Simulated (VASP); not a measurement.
Here is a VASP 6.6.1 calculation.

File INCAR:

```
  ALGO = Normal
  DIPOL = 0.5 0.5 0.500
  EDIFF = 1E-7
  EDIFFG = -0.02
  ENCUT = 520
  GGA = PE
  GGA_COMPAT = False
  IBRION = 2
  IDIPOL = 3
  ISIF = 2
  ISMEAR = 0
  KPAR = 4
  LASPH = True
  LCHARG = False
  LDIPOL = True
  LREAL = False
  LWAVE = False
  NELM = 120
  NELMDL = -8
  NELMIN = 4
  NSW = 80
  PREC = Accurate
  SIGMA = 0.05
```

File KPOINTS:

```
k-points
0
Gamma
  6 5 1
```

File POSCAR:

```
CuI
1.0
    4.2977998327      0.0000000000      0.0000000000
    0.0000000000      6.0780068118      0.0000000000
    0.0000000000      0.0000000000     19.2977998327
Cu I
3 3
Direct
    0.0000000000      0.7500000000      0.3886453412
    0.5000000000      0.2500000000      0.5000000000
    0.0000000000      0.7500000000      0.6113546588
    0.5000000000      0.5000000000      0.3886453412
    0.0000000000      0.0000000000      0.5000000000
    0.5000000000      0.5000000000      0.6113546588
```

Potentials or basis: VASP PAW PBE potentials, release 64 (Cu, I).

The run is started by

```bash
$ cat potpaw_PBE.64/Cu/POTCAR potpaw_PBE.64/I/POTCAR > POTCAR
$ mpirun -np 4 vasp_std > vasp.out
```

What does it give for the energy gained by relaxing?

135.6 meV/atom.

Predict the band gap on the k mesh.

1.18 eV, indirect (least direct gap 1.77 eV).

Final structure:
```
CELL_PARAMETERS angstrom
4.29780 0.00000 0.00000
0.00000 6.07801 0.00000
0.00000 0.00000 19.29780
ATOMIC_POSITIONS crystal
Cu 0.00000 0.67628 0.43152
Cu 0.50000 0.32735 0.50000
Cu 0.00000 0.67628 0.56848
I 0.50000 0.51495 0.37960
I 0.00000 0.04020 0.50000
I 0.50000 0.51495 0.62040
```

Caveat: spin-orbit coupling is left out, which moves the levels of the heavy elements.
